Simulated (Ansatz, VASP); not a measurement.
## TiAl2: VASP beside Ansatz

```
Ti Al
1.0
     2.03557   -6.29421    0.00000
     2.03557    6.29421    0.00000
     0.00000    0.00000    3.82342
Ti Al
2 4
Direct
  0.65606 0.34394 0.00000
  0.34394 0.65606 0.00000
  0.00000 0.00000 0.00000
  0.82698 0.17302 0.50000
  0.17302 0.82698 0.50000
  0.50000 0.50000 0.50000
```

Change from the starting cell: volume 16.329 Å^3 an atom, stretch along c over the lengths across it, relative to the relaxed cell 0.9230.

Alike in both runs: task single point; functional LDA; k mesh 12 × 12 × 12; occupations gaussian, width 0.15 eV; no spin polarisation.

|  | VASP | Ansatz |
| --- | --- | --- |
| version | VASP 6.6.1 | Ansatz 0.2.0 |
| potentials or method | VASP PAW LDA potentials, release 64 (Ti_sv, Al), cutoff 520 eV | scalar-relativistic, plane waves, PAW |
| valence electrons in the cell | 36 | 36 |

VASP gave:

- gap on the k mesh at the Fermi level (eV): none
- pressure (GPa): -7.7
- traceless stress, the component that is largest in VASP (GPa): 5.71
- rms of the force components (eV/Å): 0.084

Q: Which values does Ansatz return?

A: gap on the k mesh at the Fermi level (eV): none; pressure (GPa): -7.9; traceless stress, the component that is largest in VASP (GPa): 5.71; rms of the force components (eV/Å): 0.085.

Ansatz warns that its potentials were made for another functional, while VASP's fit it. LDA's correlation is that of Perdew and Zunger in VASP and of Perdew and Wang (1992) in Ansatz. Atom by atom the forces differ by 0.002 eV/Å (rms over components). A gap of «none» marks a metal or a gap that the smearing closes.
